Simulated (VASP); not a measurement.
# CoO (I4/mmm) in VASP: settings compared

CoO is run at these levels: PBE, r2SCAN; tasks: single point.

Everything below comes from runs of VASP 6.6.1. Logs are shortened: lines on timing, memory, paths and dates and some standing lists are left out, and cuts for length are marked.

**1. The cell of the first run**

It takes space group I4/mmm (No. 139, tetragonal). Conventional cell: a = 3.056 Å, b = 3.056 Å, c = 4.270 Å, α = 90.00°, β = 90.00°, γ = 90.00°. Within 2.8 Å of Co (site symmetry 4/mmm) lie 6 O at 2.13 to 2.16 Å. Within 2.8 Å of O (site symmetry 4/mmm) lie 6 Co at 2.13 to 2.16 Å.

**2. Single point, PBE, collinear spin, ferromagnetic start (9.97 Å³/atom)**

File INCAR:

```
SYSTEM = CoO
ALGO = Normal
EDIFF = 1E-6
ENCUT = 520
GGA = PE
ISIF = 2
ISMEAR = -1
ISPIN = 2
LASPH = .TRUE.
LCHARG = .FALSE.
LMAXMIX = 4
LORBIT = 11
LREAL = .FALSE.
LWAVE = .FALSE.
MAGMOM = 3 0
NBANDS = 18
NELM = 150
PREC = Accurate
SIGMA = 0.05
```

File KPOINTS:

```
k-points
0
G
  12 12 12
  0 0 0
```

File POSCAR:

```
CoO
1.0
   -1.5278448268      1.5278448268      2.1349805184
    1.5278448268     -1.5278448268      2.1349805184
    1.5278448268      1.5278448268     -2.1349805184
Co O
1 1
Direct
    0.0000000000      0.0000000000      0.0000000000
    0.5000000000      0.5000000000      0.0000000000
```

Potentials or basis: VASP PAW PBE potentials, release 64 (Co, O).

Started as:

```console
$ cat potpaw_PBE.64/Co/POTCAR potpaw_PBE.64/O/POTCAR > POTCAR
$ mpirun -np 1 vasp_std > vasp.out
```

OUTCAR:

```text
SYSTEM = CoO
   EDIFF = 1E-6
   ENCUT = 520
   GGA = PE
   ISIF = 2
   ISMEAR = -1
   ISPIN = 2
   LASPH = .TRUE.
   LORBIT = 11
   LREAL = .FALSE.
   NELM = 150
   PREC = Accurate

 ion  position               nearest neighbor table
   1  0.000  0.000  0.000-   2 2.13   2 2.13   2 2.16   2 2.16   2 2.16   2 2.16
   2  0.500  0.500  0.000-   1 2.13   1 2.13   1 2.16   1 2.16   1 2.16   1 2.16

  LATTYP: Found a body centered tetragonal cell.
 ALAT       =     3.0556896536
 C/A-ratio  =     1.3973804675

  Lattice vectors:

 A1 = (  -1.5278448268,   1.5278448268,   2.1349805184)
 A2 = (   1.5278448268,  -1.5278448268,   2.1349805184)
 A3 = (   1.5278448268,   1.5278448268,  -2.1349805184)

Analysis of symmetry for initial positions (statically):
=====================================================================
 Subroutine PRICEL returns:
 Original cell was already a primitive cell.

 Routine SETGRP: Setting up the symmetry group for a
 body centered tetragonal supercell.

 Subroutine GETGRP returns: Found 16 space group operations
 (whereof 16 operations were pure point group operations)
 out of a pool of 16 trial point group operations.

The static configuration has the point symmetry D_4h.

Analysis of symmetry for dynamics (positions and initial velocities):
=====================================================================
 Subroutine PRICEL returns:
 Original cell was already a primitive cell.

 Routine SETGRP: Setting up the symmetry group for a
 body centered tetragonal supercell.

 Subroutine GETGRP returns: Found 16 space group operations
 (whereof 16 operations were pure point group operations)
 out of a pool of 16 trial point group operations.

The dynamic configuration has the point symmetry D_4h.

Analysis of structural, dynamic, and magnetic symmetry:
=====================================================================
 Subroutine PRICEL returns:
 Original cell was already a primitive cell.

 Routine SETGRP: Setting up the symmetry group for a
 body centered tetragonal supercell.

 Subroutine GETGRP returns: Found 16 space group operations
 (whereof 16 operations were pure point group operations)
 out of a pool of 16 trial point group operations.

The overall configuration has the point symmetry D_4h.

 Subroutine INISYM returns: Found 16 space group operations
 (whereof 16 operations are pure point group operations),
 and found     1 'primitive' translations

----------------------------------------------------------------------------------------

                                     Primitive cell

  volume of cell :      19.9348

  direct lattice vectors                    reciprocal lattice vectors
    -1.527844827  1.527844827  2.134980518     0.000000000  0.327258365  0.234194174
     1.527844827 -1.527844827  2.134980518     0.327258365  0.000000000  0.234194174
     1.527844827  1.527844827 -2.134980518     0.327258365  0.327258365  0.000000000

  length of vectors
     3.037558468  3.037558468  3.037558468     0.402423842  0.402423842  0.462813218

  position of ions in fractional coordinates (direct lattice)
     0.000000000  0.000000000  0.000000000
     0.500000000  0.500000000  0.000000000

  ion indices of the primitive-cell ions
   primitive index   ion index
                 1           1
                 2           2

----------------------------------------------------------------------------------------

 KPOINTS: k-points

Automatic generation of k-mesh.
 Grid dimensions read from file:
 generate k-points for:   12   12   12

 Generating k-lattice:

  Cartesian coordinates                     Fractional coordinates (reciprocal lattice)
     0.000000000  0.027271530  0.019516181     0.083333333  0.000000000  0.000000000
     0.027271530  0.000000000  0.019516181     0.000000000  0.083333333  0.000000000
     0.027271530  0.027271530  0.000000000     0.000000000  0.000000000  0.083333333

  Length of vectors
     0.033535320  0.033535320  0.038567768

  Shift w.r.t. Gamma in fractional coordinates (k-lattice)
     0.000000000  0.000000000  0.000000000

 Subroutine IBZKPT returns following result:
 ===========================================

 Found    163 irreducible k-points:

 Following reciprocal coordinates:
            Coordinates               Weight
  0.000000  0.000000  0.000000      1.000000
  0.083333  0.000000 -0.000000      8.000000
  0.166667  0.000000  0.000000      8.000000
  0.250000  0.000000 -0.000000      8.000000
  0.333333  0.000000  0.000000      8.000000
  0.416667  0.000000 -0.000000      8.000000
[... 16 lines left out ...]
  0.500000  0.166667 -0.000000     16.000000
 -0.416667  0.166667  0.000000     16.000000
 [... further k-points ...]
   k-points           NKPTS =    163   k-points in BZ     NKDIM =    163   number of bands    NBANDS=     18
   number of dos      NEDOS =    301   number of ions     NIONS =      2
   total plane-waves  NPLWV =  13824
   dimension x,y,z NGX =    24 NGY =   24 NGZ =   24
   dimension x,y,z NGXF=    48 NGYF=   48 NGZF=   48
   ions per type =               1   1
   NGX,Y,Z   is equivalent  to a cutoff of  13.14, 13.14, 13.14 a.u.
   NGXF,Y,Z  is equivalent  to a cutoff of  26.27, 26.27, 26.27 a.u.
 SYSTEM =  CoO
   PREC   = accura    normal or accurate (medium, high low for compatibility)
   ISTART =      0    job   : 0-new  1-cont  2-samecut
   ICHARG =      2    charge: 1-file 2-atom 10-const
   ISPIN  =      2    spin polarized calculation?
   LNONCOLLINEAR =      F non collinear calculations
   LSORBIT =      F    spin-orbit coupling
   LASPH  =      T    aspherical Exc in radial PAW
   ENCUT  =  520.0 eV  38.22 Ry    6.18 a.u.   5.65  5.65  5.65*2*pi/ulx,y,z
   NELM   =    150;   NELMIN=  2; NELMDL= -5     # of ELM steps
   EDIFF  = 0.1E-05   stopping-criterion for ELM
   LREAL  =      F    real-space projection
   EDIFFG = 0.1E-04   stopping-criterion for IOM
   NSW    =      0    number of steps for IOM
   IBRION =     -1    ionic relax: 0-MD 1-quasi-New 2-CG
   NFREE  =      0    steps in history (QN), initial steepest desc. (CG)
   ISIF   =      2    stress and relaxation
   ISYM   =      2    0-nonsym 1-usesym 2-fastsym
   POTIM  = 0.5000    time-step for ionic-motion
   TEBEG  =    0.0;   TEEND  =   0.0 temperature during run
   PSTRESS=    0.0 pullay stress
   NELECT =      15.0000    total number of electrons
   NUPDOWN=      -1.0000    fix difference up-down
   EMIN   =  10.00;   EMAX   =-10.00  energy-range for DOS
   EFERMI =   0.00;   METHOD = LEGACY
   ISMEAR =    -1;   SIGMA  =   0.05  broadening in eV -4-tet -1-fermi 0-gaus
   EFERMI_NEDOS =   21; number of points for ismear=-14 and -15
   IALGO  =     38    algorithm
   IMIX   =      4    mixing-type and parameters
     AMIX     =   0.40;   BMIX     =  1.00
     AMIX_MAG =   1.60;   BMIX_MAG =  1.00
  volume/ion in A,a.u.               =       9.97        67.26
  Fermi-wavevector in a.u.,A,eV,Ry     =   1.489022  2.813844 30.166654  2.217187
  Thomas-Fermi vector in A             =   2.601983
   LORBIT       =     11    0 simple, 1 ext, 2 COOP (PROOUT), +10 PAW based schemes
   GGA     = PE    functional components
   LHFCALC =     F    Hartree Fock is set to
   AEXX    =    0.0000 exact exchange contribution
   IVDW    =     0    specifies the selected vdW correction
   LEPSILON=     F    determine dielectric tensor
   LRPA    =     F    only Hartree local field effects (RPA)
 spin polarized calculation
  energy-cutoff  :      520.00
  volume of cell :       19.93
 maximum number of plane-waves:       548
   NGX = 11   NGY = 11   NGZ = 11

 number of electron      15.0000005 magnetization       2.9580345

 Free energy of the ion-electron system (eV)
  ---------------------------------------------------
  ext. energy  EPLUGINS =         0.00000000
  ---------------------------------------------------
  free energy    TOTEN  =       -13.04649707 eV

  energy without entropy =      -13.01172603  energy(sigma->0) =      -13.02911155

 E-fermi :   7.4656     XC(G=0): -12.2308

 val. band max:        7.4653412235   @ k =  -0.2500  -0.2500   0.0833
 cond. band min:       7.4728489899   @ k =  -0.2500  -0.4167   0.1667
 fundamental gap:      0.0075077664
 Fermi energy:         7.4655821287

 spin component 1

 k-point     1 :       0.0000    0.0000    0.0000
  band No.  band energies     occupation
      1     -12.4343      1.00000
      2       4.2029      1.00000
      3       4.2183      1.00000
      4       4.3861      1.00000
      5       4.3861      1.00000
      6       4.4656      1.00000
[... 10 lines left out ...]
     17      28.6724      0.00000
     18      31.7938      0.00000
[... 463 lines left out ...]
 k-point    24 :      -0.4167    0.1667    0.0000
  band No.  band energies     occupation
      1     -11.4416      1.00000
      2       0.4589      1.00000
      3       1.8723      1.00000
      4       2.2154      1.00000
      5       4.6268      1.00000
      6       5.0811      1.00000
[... 10 lines left out ...]
     17      34.2451      0.00000
     18      35.8771      0.00000

 [... further k-points ...]

 spin component 2

 k-point     1 :       0.0000    0.0000    0.0000
  band No.  band energies     occupation
      1     -11.9141      1.00000
      2       5.0320      1.00000
      3       5.0886      1.00000
      4       5.0886      1.00000
      5       6.4266      1.00000
      6       6.4266      1.00000
[... 10 lines left out ...]
     17      29.6483      0.00000
     18      32.6132      0.00000
[... 463 lines left out ...]
 k-point    24 :      -0.4167    0.1667    0.0000
  band No.  band energies     occupation
      1     -10.8799      1.00000
      2       1.0867      1.00000
      3       3.0479      1.00000
      4       3.4697      1.00000
      5       6.6902      1.00000
      6       7.4086      0.75753
[... 10 lines left out ...]
     17      34.6673      0.00000
     18      36.3363      0.00000

 [... further k-points ...]

------------------------ aborting loop because EDIFF is reached ----------------------------------------

  FORCE on cell =-STRESS in cart. coord.  units (eV):
  Direction    XX          YY          ZZ          XY          YZ          ZX
  --------------------------------------------------------------------------------------
  -------------------------------------------------------------------------------------
  Total       -0.8237103     -0.8237103     -0.8350822      0.0000000      0.0000000      0.0000000
  in kB      -66.2022370    -66.2022370    -67.1162099      0.0000000      0.0000000      0.0000000
  external PRESSURE =     -66.5068946 kB  Pullay stress =       0.0000000 kB

 VOLUME and BASIS-vectors are now :
 -----------------------------------------------------------------------------
  energy-cutoff  :      520.00
  volume of cell :       19.93
      direct lattice vectors                 reciprocal lattice vectors
    -1.527844827  1.527844827  2.134980518     0.000000000  0.327258365  0.234194174
     1.527844827 -1.527844827  2.134980518     0.327258365  0.000000000  0.234194174
     1.527844827  1.527844827 -2.134980518     0.327258365  0.327258365  0.000000000

 POSITION                                       TOTAL-FORCE (eV/Angst)
 -----------------------------------------------------------------------------------
      0.00000      0.00000      0.00000        -0.000000      0.000000      0.000000
      0.00000      0.00000      2.13498         0.000000     -0.000000      0.000000
 -----------------------------------------------------------------------------------
    total drift:                               -0.000000      0.000000     -0.000000

  FREE ENERGIE OF THE ION-ELECTRON SYSTEM (eV)
  ---------------------------------------------------
  free  energy   TOTEN  =       -13.0464970742 eV

  energy  without entropy=      -13.0117260318  energy(sigma->0) =      -13.02911155

 total charge

# of ion       s       p       d       tot
------------------------------------------
    1        0.286   0.336   7.120   7.742
    2        1.556   3.409   0.000   4.965
--------------------------------------------------
tot          1.842   3.746   7.120  12.707

 magnetization (x)

# of ion       s       p       d       tot
------------------------------------------
    1        0.020   0.017   2.557   2.594
    2        0.028   0.282   0.000   0.310
--------------------------------------------------
tot          0.048   0.299   2.557   2.904
```

It took 3.2 min on 1 thread of Intel Xeon 8259CL, shared host; peak memory 0.22 GiB.

What came out:

| Quantity | Value |
| --- | --- |
| Free energy | -13.0465 eV |
| Pressure | -6.7 GPa |
| Net moment | 2.96 μB per cell |
| Site moments | Co +2.59; O +0.31 μB |
| Valence electrons inside the program's atomic spheres | Co 7.74; O 4.96 |

Stress tensor (GPa, compression positive):
```
-6.62  0.00  0.00
 0.00 -6.62  0.00
 0.00  0.00 -6.71
```

Caveat: the cell stands under tension; a cell with one magnetic atom can't hold antiferromagnetic order, which such compounds often take; semilocal functionals often make such compounds metallic where correlation or magnetic order opens a gap, which also shifts bond lengths.

**3. Single point, r2SCAN, collinear spin, ferromagnetic start**

This run uses another cell than the first one, of 9.58 Å³/atom.

File POSCAR:

```
CoO
1.0
   -1.5080004400      1.5080004400      2.1072503600
    1.5080004400     -1.5080004400      2.1072503600
    1.5080004400      1.5080004400     -2.1072503600
Co O
1 1
Direct
    0.0000000000      0.0000000000      0.0000000000
    0.5000000000      0.5000000000      0.0000000000
```

File INCAR.step1:

```
SYSTEM = CoO
PREC = Accurate ; ENCUT = 520
ISMEAR = 1 ; SIGMA = 0.05
LREAL = .False. ; LASPH = .True.
NELM = 150 ; ISPIN = 2
MAGMOM = 2 0 ; LMAXMIX = 4
NBANDS = 18 ; GGA = PE
ALGO = Normal ; EDIFF = 1E-4
LWAVE = .True. ; LCHARG = .False.
```

File INCAR.step2:

```
SYSTEM = CoO
PREC = Accurate ; ENCUT = 520
EDIFF = 1E-7 ; ISMEAR = 1
SIGMA = 0.05 ; LREAL = .False.
LASPH = .True. ; NELM = 150
ALGO = Normal ; ISIF = 2
LWAVE = .False. ; LCHARG = .False.
ISPIN = 2 ; MAGMOM = 2 0
LORBIT = 11 ; LMAXMIX = 4
METAGGA = R2SCAN ; LMIXTAU = .True.
NBANDS = 18 ; ISTART = 1
```

File KPOINTS:

```
Automatic mesh
0
Gamma
  10 10 10
  0 0 0
```

Potentials or basis: VASP PAW PBE potentials, release 64 (Co, O).

Started as:

```console
$ cat potpaw_PBE.64/Co/POTCAR potpaw_PBE.64/O/POTCAR > POTCAR
$ cp INCAR.step1 INCAR
$ mpirun -np 1 vasp_std > vasp.out
$ cp INCAR.step2 INCAR
$ mpirun -np 1 vasp_std > vasp.out
```

Run time: 4 min. Hardware: 1 thread of AMD EPYC 9R14 (Zen 4), shared host; peak memory 0.17 GiB.

It converged, with:

| Quantity | Value |
| --- | --- |
| Free energy | -21.1079 eV |
| Pressure | -4.9 GPa |
| Band gap on the k mesh | zero (filled and empty bands overlap) |
| Net moment | 3.00 μB per cell |
| Site moments | Co +2.70; O +0.28 μB |
| Valence electrons inside the program's atomic spheres | Co 7.78; O 5.04 |

Stress tensor (GPa, compression positive):
```
 -1.93   0.00   0.00
  0.00  -1.93   0.00
  0.00   0.00 -10.89
```

Levels at points of the mesh, in eV from the Fermi level:
Spin up:
```tsv
k point	band 6	band 7	band 8	band 9	band 10	band 11	band 12	band 13
(0.00, 0.00, 0.00)	-3.51	-3.36	-3.36	-3.11	1.33	17.47	18.49	18.49
(0.50, 0.00, 0.00)	-3.05	-2.20	-0.45	-0.36	5.49	9.98	13.93	14.18
(0.50, 0.50, 0.00)	-3.94	-3.18	-3.11	-2.16	6.28	10.49	11.89	16.68
(0.50, 0.50, 0.50)	-3.62	-3.47	-3.12	-3.12	6.33	10.56	12.05	16.54
```
Spin down:
```tsv
k point	band 2	band 3	band 4	band 5	band 6	band 7	band 8	band 9	band 10	band 11
(0.00, 0.00, 0.00)	-2.77	-2.68	-2.68	-1.54	-1.04	-1.04	0.48	1.35	2.14	17.76
(0.50, 0.00, 0.00)	-7.88	-4.85	-4.63	-0.52	0.03	0.23	3.25	3.90	5.95	11.14
(0.50, 0.50, 0.00)	-6.66	-4.10	-3.94	-2.15	-0.40	0.23	1.08	2.27	7.41	11.25
(0.50, 0.50, 0.50)	-6.71	-4.04	-4.04	-2.62	0.22	0.22	1.48	1.91	7.42	11.42
```

Caveat: the cell stands under tension; the PAW data sets were made with another functional, which shifts forces and pressure a little; a cell with one magnetic atom can't hold antiferromagnetic order, which such compounds often take; semilocal functionals often make such compounds metallic where correlation or magnetic order opens a gap, which also shifts bond lengths. With open d or f shells a metallic result of r2SCAN can be an artefact of self-interaction; +U or a hybrid may open a gap.

[end of part 1 of 2]
